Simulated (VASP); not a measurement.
Here is a VASP 6.6.1 calculation.

POSCAR

```
LiF
1.0
    2.7476681985      0.0000000000      0.0000000000
   -1.3738340993      2.3795504611      0.0000000000
    0.0000000000      0.0000000000      4.7343805058
Li F
2 2
Direct
    0.0000000000      0.0000000000      0.0000000000
    0.0000000000      0.0000000000      0.5000000000
    0.3333333333      0.6666666667      0.2500000000
    0.6666666667      0.3333333333      0.7500000000
```

INCAR.step1

```
ALGO = Normal
EDIFF = 1E-4
ENCUT = 520
GGA = PE
ISMEAR = 0
LASPH = T
LCHARG = F
LREAL = F
LWAVE = T
NBANDS = 18
NELM = 100
PREC = Accurate
SIGMA = 0.01
```

INCAR.step2

```
ALGO = Normal
EDIFF = 1E-6
ENCUT = 520
ISIF = 2
ISMEAR = 0
ISTART = 1
LASPH = T
LCHARG = T
LELF = T
LMIXTAU = T
LREAL = F
LVHAR = T
LWAVE = F
METAGGA = R2SCAN
NBANDS = 18
NELM = 100
PREC = Accurate
SIGMA = 0.01
```

File KPOINTS:

```
k-points
0
Gamma
  9 9 4
```

Potentials or basis: VASP PAW PBE potentials, release 64 (Li_sv, F).

Run with:

```sh
$ cat potpaw_PBE.64/Li_sv/POTCAR potpaw_PBE.64/F/POTCAR > POTCAR
$ cp INCAR.step1 INCAR
$ mpirun -np 1 vasp_std > vasp.out
$ cp INCAR.step2 INCAR
$ mpirun -np 1 vasp_std > vasp.out
```

What does it give for the band gap on the k mesh?

10.70 eV, direct.

 A k mesh can miss the band edges.
